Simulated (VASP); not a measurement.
KMgF3:

```
K Mg F
1.0
     3.88073    0.00000    0.00000
     0.00000    3.88073    0.00000
     0.00000    0.00000    3.88073
K Mg F
1 1 3
Direct
  0.00000 0.00000 0.00000
  0.50000 0.50000 0.50000
  0.50000 0.50000 0.00000
  0.50000 0.00000 0.50000
  0.00000 0.50000 0.50000
```

This cell differs from its parent crystal: strain -2.5%.

Base run:

- Program: VASP 6.6.1
- Functional: r2SCAN
- Potentials or basis: VASP PAW PBE potentials, release 64 (K_sv, Mg, F)
- Cutoff: 520 eV
- k mesh: 6 × 6 × 6
- Occupations: gaussian, width 0.01 eV
- Spin: no spin polarisation

Its results: band gap on the k mesh 8.91 eV, indirect (least direct gap 9.23 eV); pressure 6.5 GPa.

Q: The run is repeated on the same cell with these changes: functional from r2SCAN to PBE; occupations from gaussian, width 0.01 eV to fermi-dirac, width 0.02 eV. What comes out?

A: Band gap on the k mesh 7.94 eV, indirect (least direct gap 8.26 eV); pressure 11.2 GPa.

Caveats: the PAW data sets were made with another functional, which shifts forces and pressure a little (some runs).

A k mesh can miss the band edges.
